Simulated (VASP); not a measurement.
# SiC: single point with r2SCAN

SiC:

```
Si C
1.0
     2.62012    0.00000    0.00000
     0.00000    2.62012    0.00000
     0.00000    0.00000    2.62012
Si C
1 1
Direct
  0.00000 0.00000 0.00000
  0.50000 0.50000 0.50000
```

| Item | Value |
| --- | --- |
| Program | VASP 6.6.1 |
| Task | single point |
| Functional | r2SCAN |
| Potentials or basis | VASP PAW PBE potentials, release 64 (Si, C) |
| Cutoff | 660 eV |
| k mesh | 6 × 6 × 6 |
| Occupations | methfessel-paxton, width 0.001 eV |
| Spin | no spin polarisation |
| Dipole correction | no |
| Further INCAR settings | ALGO = Normal; EDIFF = 1e-06; NBANDS = 11 |

```json
{"Pressure": "-0.3 GPa", "Band gap on the k mesh": "zero (bands 4 and 5 overlap by 3.95 eV)"}
```

Levels at points of the mesh, in eV from the Fermi level:
```csv
k point,band 1,band 2,band 3,band 4,band 5,band 6,band 7,band 8,band 9
"(0.00, 0.00, 0.00)",-18.77,-1.09,-1.09,-1.09,2.13,5.28,5.28,14.22,14.22
"(0.50, 0.00, 0.00)",-14.45,-12.61,1.07,1.07,5.64,7.46,8.38,8.38,8.85
"(0.50, 0.50, 0.00)",-10.67,-8.50,-8.50,-5.51,2.76,9.76,9.76,12.33,13.95
"(0.50, 0.50, 0.50)",-7.52,-4.65,-4.65,-4.65,-1.60,-1.60,-1.60,1.60,21.35
```

It took 28 s on 1 thread of Intel Xeon 8259CL (shared host), peak memory 0.14 GiB.

Caveat: the k points lie up to 0.40 Å⁻¹ apart, too coarse for converged energies and pressures of a metal; the structure was generated, so it needn't be the stable form of SiC; the PAW data sets were made with another functional, which shifts forces and pressure a little.
